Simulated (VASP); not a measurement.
Crystal: CuO.

```
Cu O
1.0
     0.00000    2.32725    2.32725
     2.32725    0.00000    2.32725
     2.32725    2.32725    0.00000
Cu O
1 1
Cartesian
  0.0000 0.0000 0.0000
  1.1636 1.1636 1.1636
```

| Property | Result |
| --- | --- |
| Program | VASP 6.6.1 |
| Task | relaxation of cell and atoms |
| Functional | PBE |
| Potentials or basis | VASP PAW PBE potentials, release 64 (Cu_sv_GW, O) |
| Cutoff | 820 eV |
| k mesh | 10 × 10 × 10 |
| Occupations | fermi-dirac, width 0.05 eV |
| Spin | no spin polarisation |
| Hubbard terms | Cu d U = 4.5 eV |

At the start: pressure -9.8 GPa; volume 12.60 Å³/atom.

Problem. Where does the relaxation end?

Solution. Over 3 steps the energy falls by 35.7 meV/atom and the volume is 11.53 Å³/atom (-8.5 %); space group F-43m (No. 216, to 0.1 Å) before and after.

The path:
```csv
step,energy change (eV),largest force (eV/Å),pressure (GPa),volume (Å³)
1,0.0000,0.0000,-9.85,25.21
2,-0.0648,0.0000,3.70,22.49
3,-0.0713,0.0000,0.00,23.07
```

Final structure:
```
CELL_PARAMETERS angstrom
0.00000 2.25938 2.25938
2.25938 0.00000 2.25938
2.25938 2.25938 0.00000
ATOMIC_POSITIONS crystal
Cu 0.00000 0.00000 0.00000
O 0.25000 0.25000 0.25000
```

Caveat: an odd number of electrons without spin polarisation forces a metal; a magnetic or distorted state may lie lower; U without spin polarisation on a metal has little footing.
